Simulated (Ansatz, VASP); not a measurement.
## Two plane-wave programs on CaO

Contents of POSCAR:

```
CaO
1.0
    0.0000000000      2.3874239637      2.3874239637
    2.3874239637      0.0000000000      2.3874239637
    2.3874239637      2.3874239637      0.0000000000
Ca O
1 1
Direct
    0.0000000000      0.0000000000      0.0000000000
    0.5000000000      0.5000000000      0.5000000000
```

Contents of INCAR.step1:

```
SYSTEM = CaO
PREC     = Accurate       ! precision mode
ENCUT    = 520            ! plane-wave cutoff, eV
ISMEAR   = -1             ! smearing method
SIGMA    = 0.05           ! smearing width, eV
LREAL    = .False.        ! projectors in reciprocal space
LASPH    = .True.         ! aspherical terms in the spheres
NELM     = 100            ! most SCF steps
NBANDS   = 15             ! bands
GGA      = PE             ! functional
ALGO     = Normal         ! electronic algorithm
EDIFF    = 1E-4           ! SCF threshold, eV
LWAVE    = .True.         ! write WAVECAR
LCHARG   = .False.        ! write CHGCAR
```

Contents of INCAR.step2:

```
SYSTEM = CaO
PREC     = Accurate       ! precision mode
ENCUT    = 520            ! plane-wave cutoff, eV
EDIFF    = 1E-7           ! SCF threshold, eV
ISMEAR   = -1             ! smearing method
SIGMA    = 0.05           ! smearing width, eV
LREAL    = .False.        ! projectors in reciprocal space
LASPH    = .True.         ! aspherical terms in the spheres
NELM     = 100            ! most SCF steps
ALGO     = Normal         ! electronic algorithm
ISIF     = 2              ! what is computed and relaxed
LWAVE    = .False.        ! write WAVECAR
LCHARG   = .False.        ! write CHGCAR
METAGGA  = R2SCAN         ! meta-GGA
LMIXTAU  = .True.       
IVDW     = 12             ! dispersion correction
VDW_S6   = 1.0          
VDW_S8   = 0.78981345   
VDW_A1   = 0.49484001   
VDW_A2   = 5.73083694   
NBANDS   = 15             ! bands
ISTART   = 1
```

Contents of KPOINTS:

```
Automatic mesh
0
Gamma
  10 10 10
  0 0 0
```

File input.yaml:

```yaml
crystal:
  lattice:
    - [0.0, 2.3874239637, 2.3874239637]
    - [2.3874239637, 0.0, 2.3874239637]
    - [2.3874239637, 2.3874239637, 0.0]
  atoms:
    - { symbol: Ca, position: [0.0, 0.0, 0.0] }
    - { symbol: O, position: [0.5, 0.5, 0.5] }
hamiltonian:
  xc: r2scan
  pseudopotentials: { kind: paw }
  dispersion: d3bj
kpoints:
  mp_grid: { grid: [10, 10, 10] }
scf:
  occupations: { method: fermi_dirac, width: 0.05 }
output:
  forces: true
  stress: true
  eigenvalues: true
```

Alike in both runs: task single point; functional r2SCAN; dispersion D3(BJ); k mesh 10 × 10 × 10; occupations fermi-dirac, width 0.05 eV; no spin polarisation.

|  | VASP | Ansatz |
| --- | --- | --- |
| version | VASP 6.6.1 | Ansatz 0.2.0 |
| potentials or method | VASP PAW PBE potentials, release 64 (Ca_sv, O) | Ansatz PAW |
| plane-wave cutoff (eV) | 520 | 500 |
| valence electrons in the cell | 16 | 16 |

|  | VASP | Ansatz | Ansatz less VASP |
| --- | --- | --- | --- |
| gap on the k mesh at the Fermi level (eV) | 4.18 | 4.20 | +0.013 |
| least direct gap on the mesh (eV) | 4.55 | 4.57 | +0.016 |
| pressure (GPa) | 1.0 | -0.1 | -1.14 |

VASP's potentials were made for PBE, not for r2SCAN.
